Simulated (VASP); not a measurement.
# V (Im-3m) in VASP: notebook, part 2 of 2

VASP 6.6.1. The steps go on from the part before.

**3. Single point, PBE, collinear spin, ferromagnetic start**

This run uses another cell than the first one, of 13.54 Å³/atom.

Contents of INCAR:

```
SYSTEM = V
PREC = Accurate
ENCUT = 520
EDIFF = 1E-7
ISMEAR = -1
SIGMA = 0.05
LREAL = .False.
LASPH = .True.
NELM = 150
ALGO = Normal
ISIF = 2
LWAVE = .False.
LCHARG = .False.
ISPIN = 2
MAGMOM = 1
LORBIT = 11
LMAXMIX = 4
GGA = PE
NBANDS = 16
```

Contents of KPOINTS:

```
regular mesh
0
Gamma
  11 11 11
  0 0 0
```

Contents of POSCAR:

```
V
1.0
   -1.5016237681      1.5016237681      1.5016237681
    1.5016237681     -1.5016237681      1.5016237681
    1.5016237681      1.5016237681     -1.5016237681
V
1
Direct
    0.0000000000      0.0000000000      0.0000000000
```

Potentials or basis: VASP PAW PBE potentials, release 64 (V_sv).

Started as:

```bash
$ cat potpaw_PBE.64/V_sv/POTCAR > POTCAR
$ mpirun -np 1 vasp_std > vasp.out
```

OUTCAR:

```text
SYSTEM = V
   PREC = Accurate
   ENCUT = 520
   EDIFF = 1E-7
   ISMEAR = -1
   LREAL = .False.
   LASPH = .True.
   NELM = 150
   ISIF = 2
   ISPIN = 2
   LORBIT = 11
   GGA = PE

 ion  position               nearest neighbor table
   1  0.000  0.000  0.000-

  LATTYP: Found a body centered cubic cell.
 ALAT       =     3.0032475362

  Lattice vectors:

 A1 = (  -1.5016237681,   1.5016237681,   1.5016237681)
 A2 = (   1.5016237681,  -1.5016237681,   1.5016237681)
 A3 = (   1.5016237681,   1.5016237681,  -1.5016237681)

Analysis of symmetry for initial positions (statically):
=====================================================================
 Subroutine PRICEL returns:
 Original cell was already a primitive cell.

 Routine SETGRP: Setting up the symmetry group for a
 body centered cubic supercell.

 Subroutine GETGRP returns: Found 48 space group operations
 (whereof 48 operations were pure point group operations)
 out of a pool of 48 trial point group operations.

The static configuration has the point symmetry O_h .

Analysis of symmetry for dynamics (positions and initial velocities):
=====================================================================
 Subroutine PRICEL returns:
 Original cell was already a primitive cell.

 Routine SETGRP: Setting up the symmetry group for a
 body centered cubic supercell.

 Subroutine GETGRP returns: Found 48 space group operations
 (whereof 48 operations were pure point group operations)
 out of a pool of 48 trial point group operations.

The dynamic configuration has the point symmetry O_h .

Analysis of structural, dynamic, and magnetic symmetry:
=====================================================================
 Subroutine PRICEL returns:
 Original cell was already a primitive cell.

 Routine SETGRP: Setting up the symmetry group for a
 body centered cubic supercell.

 Subroutine GETGRP returns: Found 48 space group operations
 (whereof 48 operations were pure point group operations)
 out of a pool of 48 trial point group operations.

The overall configuration has the point symmetry O_h .

 Subroutine INISYM returns: Found 48 space group operations
 (whereof 48 operations are pure point group operations),
 and found     1 'primitive' translations

----------------------------------------------------------------------------------------

                                     Primitive cell

  volume of cell :      13.5439

  direct lattice vectors                    reciprocal lattice vectors
    -1.501623768  1.501623768  1.501623768     0.000000000  0.332972886  0.332972886
     1.501623768 -1.501623768  1.501623768     0.332972886  0.000000000  0.332972886
     1.501623768  1.501623768 -1.501623768     0.332972886  0.332972886  0.000000000

  length of vectors
     2.600888660  2.600888660  2.600888660     0.470894772  0.470894772  0.470894772

  position of ions in fractional coordinates (direct lattice)
     0.000000000  0.000000000  0.000000000

  ion indices of the primitive-cell ions
   primitive index   ion index
                 1           1

----------------------------------------------------------------------------------------

 KPOINTS: regular mesh

[... 48 lines left out ...]
 [... further k-points ...]
   k-points           NKPTS =     56   k-points in BZ     NKDIM =     56   number of bands    NBANDS=     16
   number of dos      NEDOS =    301   number of ions     NIONS =      1
   total plane-waves  NPLWV =   8000
   dimension x,y,z NGX =    20 NGY =   20 NGZ =   20
   dimension x,y,z NGXF=    40 NGYF=   40 NGZF=   40
   ions per type =               1
   NGX,Y,Z   is equivalent  to a cutoff of  12.78, 12.78, 12.78 a.u.
   NGXF,Y,Z  is equivalent  to a cutoff of  25.57, 25.57, 25.57 a.u.
 SYSTEM =  V
   PREC   = accura    normal or accurate (medium, high low for compatibility)
   ISTART =      0    job   : 0-new  1-cont  2-samecut
   ICHARG =      2    charge: 1-file 2-atom 10-const
   ISPIN  =      2    spin polarized calculation?
   LNONCOLLINEAR =      F non collinear calculations
   LSORBIT =      F    spin-orbit coupling
   LASPH  =      T    aspherical Exc in radial PAW
   ENCUT  =  520.0 eV  38.22 Ry    6.18 a.u.   4.84  4.84  4.84*2*pi/ulx,y,z
   NELM   =    150;   NELMIN=  2; NELMDL= -5     # of ELM steps
   EDIFF  = 0.1E-06   stopping-criterion for ELM
   LREAL  =      F    real-space projection
   EDIFFG = 0.1E-05   stopping-criterion for IOM
   NSW    =      0    number of steps for IOM
   IBRION =     -1    ionic relax: 0-MD 1-quasi-New 2-CG
   NFREE  =      0    steps in history (QN), initial steepest desc. (CG)
   ISIF   =      2    stress and relaxation
   ISYM   =      2    0-nonsym 1-usesym 2-fastsym
   POTIM  = 0.5000    time-step for ionic-motion
   TEBEG  =    0.0;   TEEND  =   0.0 temperature during run
   PSTRESS=    0.0 pullay stress
   NELECT =      13.0000    total number of electrons
   NUPDOWN=      -1.0000    fix difference up-down
   EMIN   =  10.00;   EMAX   =-10.00  energy-range for DOS
   EFERMI =   0.00;   METHOD = LEGACY
   ISMEAR =    -1;   SIGMA  =   0.05  broadening in eV -4-tet -1-fermi 0-gaus
   EFERMI_NEDOS =   21; number of points for ismear=-14 and -15
   IALGO  =     38    algorithm
   IMIX   =      4    mixing-type and parameters
     AMIX     =   0.40;   BMIX     =  1.00
     AMIX_MAG =   1.60;   BMIX_MAG =  1.00
  volume/ion in A,a.u.               =      13.54        91.40
  Fermi-wavevector in a.u.,A,eV,Ry     =   1.614885  3.051689 35.481983  2.607852
  Thomas-Fermi vector in A             =   2.709721
   LORBIT       =     11    0 simple, 1 ext, 2 COOP (PROOUT), +10 PAW based schemes
   GGA     = PE    functional components
   LHFCALC =     F    Hartree Fock is set to
   AEXX    =    0.0000 exact exchange contribution
   IVDW    =     0    specifies the selected vdW correction
   LEPSILON=     F    determine dielectric tensor
   LRPA    =     F    only Hartree local field effects (RPA)
 spin polarized calculation
  energy-cutoff  :      520.00
  volume of cell :       13.54
 maximum number of plane-waves:       373
   NGX =  9   NGY =  9   NGZ =  9

 number of electron      12.9999990 magnetization      -0.0009590

 number of electron      12.9999990 magnetization       0.0000443

 Free energy of the ion-electron system (eV)
  ---------------------------------------------------
  ext. energy  EPLUGINS =         0.00000000
  ---------------------------------------------------
  free energy    TOTEN  =        -8.99746755 eV

  energy without entropy =       -8.98214558  energy(sigma->0) =       -8.98980656

 E-fermi :   9.6223     XC(G=0): -12.8765

 val. band max:        9.5852191161   @ k =   0.2727   0.0000   0.0000
 cond. band min:       9.6288921863   @ k =   0.3636   0.1818   0.0000
 fundamental gap:      0.0436730701
 Fermi energy:         9.6222778455

 spin component 1

 k-point     1 :       0.0000    0.0000    0.0000
  band No.  band energies     occupation
      1     -54.1004      1.00000
      2     -27.4094      1.00000
      3     -27.4094      1.00000
      4     -27.4094      1.00000
      5       3.0640      1.00000
      6      10.0408      0.00023
[... 435 lines left out ...]
      5       7.5834      1.00000
      6       8.3840      1.00000
[... 8 lines left out ...]
     15      39.0167      0.00000
     16      41.7188      0.00000

 [... further k-points ...]

 spin component 2

 k-point     1 :       0.0000    0.0000    0.0000
  band No.  band energies     occupation
      1     -54.1004      1.00000
      2     -27.4094      1.00000
      3     -27.4094      1.00000
      4     -27.4094      1.00000
      5       3.0640      1.00000
      6      10.0409      0.00023
[... 435 lines left out ...]
      5       7.5834      1.00000
      6       8.3841      1.00000
[... 8 lines left out ...]
     15      39.0167      0.00000
     16      41.7189      0.00000

 [... further k-points ...]
[... 5 lines left out ...]
  --------------------------------------------------------------------------------------
  -------------------------------------------------------------------------------------
  Total       -0.0592048     -0.0592048     -0.0592048      0.0000000      0.0000000      0.0000000
  in kB       -7.0036438     -7.0036438     -7.0036438      0.0000000      0.0000000      0.0000000
  external PRESSURE =      -7.0036438 kB  Pullay stress =       0.0000000 kB

 VOLUME and BASIS-vectors are now :
 -----------------------------------------------------------------------------
  energy-cutoff  :      520.00
  volume of cell :       13.54
      direct lattice vectors                 reciprocal lattice vectors
    -1.501623768  1.501623768  1.501623768     0.000000000  0.332972886  0.332972886
     1.501623768 -1.501623768  1.501623768     0.332972886  0.000000000  0.332972886
     1.501623768  1.501623768 -1.501623768     0.332972886  0.332972886  0.000000000

 POSITION                                       TOTAL-FORCE (eV/Angst)
 -----------------------------------------------------------------------------------
      0.00000      0.00000      0.00000         0.000000      0.000000      0.000000
 -----------------------------------------------------------------------------------
    total drift:                                0.000000     -0.000000      0.000000

  FREE ENERGIE OF THE ION-ELECTRON SYSTEM (eV)
  ---------------------------------------------------
  free  energy   TOTEN  =        -8.9974675464 eV

  energy  without entropy=       -8.9821455804  energy(sigma->0) =       -8.98980656

 total charge

# of ion       s       p       d       tot
------------------------------------------
    1        2.340   6.222   3.078  11.639

 magnetization (x)

# of ion       s       p       d       tot
------------------------------------------
    1       -0.000   0.000   0.000   0.000
```

stdout:

```text
POSCAR found type information on POSCAR V
 POSCAR found :  1 types and       1 ions
 scaLAPACK will be used
 LDA part: xc-table for (Slater+PW92), standard interpolation
 POSCAR, INCAR and KPOINTS ok, starting setup
 FFT: planning ... GRIDC
 FFT: planning ... GRID_SOFT
 FFT: planning ... GRID
 WAVECAR not read
 entering main loop
```

Wall time 38 s (1 thread of Intel Xeon 8259CL, shared host); peak memory 0.14 GiB.

Results:

```
Free energy                                           : -8.9975 eV
Pressure                                              : -0.7 GPa
Net moment                                            : 0.00 μB per cell
Valence electrons inside the program's atomic spheres : V 11.64
```

**4. Single point, PBE, collinear spin, ferromagnetic start**

This run uses another cell than the first one, of 13.89 Å³/atom.

Contents of INCAR:

```
SYSTEM = V
  ALGO = Normal
  EDIFF = 1E-6
  ENCUT = 520
  GGA = PE
  ISIF = 2
  ISMEAR = -1
  ISPIN = 2
  LASPH = .TRUE.
  LCHARG = .FALSE.
  LMAXMIX = 4
  LORBIT = 11
  LREAL = .FALSE.
  LWAVE = .FALSE.
  MAGMOM = 1
  NBANDS = 16
  NELM = 150
  PREC = Accurate
  SIGMA = 0.05
```

Contents of KPOINTS:

```
k-points
0
G
  11 11 11
  0 0 0
```

Contents of POSCAR:

```
V
1.0
   -1.5143500000      1.5143500000      1.5143500000
    1.5143500000     -1.5143500000      1.5143500000
    1.5143500000      1.5143500000     -1.5143500000
V
1
Direct
    0.0000000000      0.0000000000      0.0000000000
```

Started as:

```bash
$ cat potpaw_PBE.64/V_sv/POTCAR > POTCAR
$ mpirun -np 1 vasp_std > vasp.out
```

Wall time 38 s (1 thread of Intel Xeon 8259CL, shared host); peak memory 0.14 GiB.

It converged, with:

```
Free energy                                           : -8.9913 eV
Pressure                                              : -5.1 GPa
Net moment                                            : 0.00 μB per cell
Valence electrons inside the program's atomic spheres : V 11.60
```

Levels at points of the mesh, in eV from the Fermi level:
Spin up:
```
           k point  band 2  band 3  band 4  band 5  band 6  band 7  band 8  band 9  band 10  band 11
(0.00, 0.00, 0.00)  -37.10  -37.10  -37.10   -6.50    0.41    0.41    0.41    2.34     2.34    20.26
```
Spin down:
```csv
k point,band 4,band 5,band 6,band 7,band 8,band 9
"(0.00, 0.00, 0.00)",-37.10,-6.50,0.41,0.41,0.41,2.34
```

Caveat: the cell stands under tension.

**5. Single point, PBE, collinear spin, ferromagnetic start**

This run uses another cell than the first one, of 14.24 Å³/atom.

Contents of INCAR:

```
SYSTEM = V
PREC = Accurate
ENCUT = 520
EDIFF = 1E-6
ISMEAR = -1
SIGMA = 0.05
LREAL = .FALSE.
LASPH = .TRUE.
NELM = 150
ALGO = Normal
ISIF = 2
LWAVE = .FALSE.
LCHARG = .FALSE.
ISPIN = 2
MAGMOM = 1
LORBIT = 11
LMAXMIX = 4
GGA = PE
NBANDS = 16
```

Contents of KPOINTS:

```
Automatic mesh
0
G
  11 11 11
  0 0 0
```

Contents of POSCAR:

```
V
1.0
   -1.5268658568      1.5268658568      1.5268658568
    1.5268658568     -1.5268658568      1.5268658568
    1.5268658568      1.5268658568     -1.5268658568
V
1
Direct
    0.0000000000      0.0000000000      0.0000000000
```

Started as:

```bash
$ cat potpaw_PBE.64/V_sv/POTCAR > POTCAR
$ mpirun -np 1 vasp_std > vasp.out
```

Wall time 37 s (1 thread of Intel Xeon 8259CL, shared host); peak memory 0.14 GiB.

The run converged. Its results:

| Property | Result |
| --- | --- |
| Free energy | -8.9762 eV |
| Pressure | -8.9 GPa |
| Net moment | 0.00 μB per cell |
| Valence electrons inside the program's atomic spheres | V 11.56 |

Levels at points of the mesh, in eV from the Fermi level:
Spin up:
```
           k point  band 3  band 4  band 5  band 6  band 7  band 8  band 9  band 10
(0.00, 0.00, 0.00)  -37.17  -37.17   -6.44    0.41    0.41    0.41    2.28     2.28
```
Spin down:
```
           k point  band 4  band 5  band 6  band 7  band 8  band 9
(0.00, 0.00, 0.00)  -37.17   -6.44    0.41    0.41    0.41    2.28
```

Caveat: the cell stands under tension.

**6. Summary**

| cell | gap on the mesh (eV) | pressure (GPa) | moment (μB) |
| --- | --- | --- | --- |
| a = 2.578 Å, angles 109.5°, 1 atom | none | 4.2 | 0.00 |
| a = 2.601 Å, angles 109.5°, 1 atom | none | -0.7 | 0.00 |
| a = 2.623 Å, angles 109.5°, 1 atom | none | -5.1 | 0.00 |
| a = 2.645 Å, angles 109.5°, 1 atom | none | -8.9 | 0.00 |

Alike in all rows: task single point; level PBE; potentials or basis VASP PAW PBE potentials, release 64 (V_sv); spin collinear, ferromagnetic start; k mesh 11 × 11 × 11; cutoff (eV) 520; smearing fermi-dirac 0.05 eV.

Caveats: the cell stands under tension (at least some runs); the cell stands under pressure (at least some runs).

Total energies depend on the potentials used, so only differences within one code and one set of settings carry meaning.
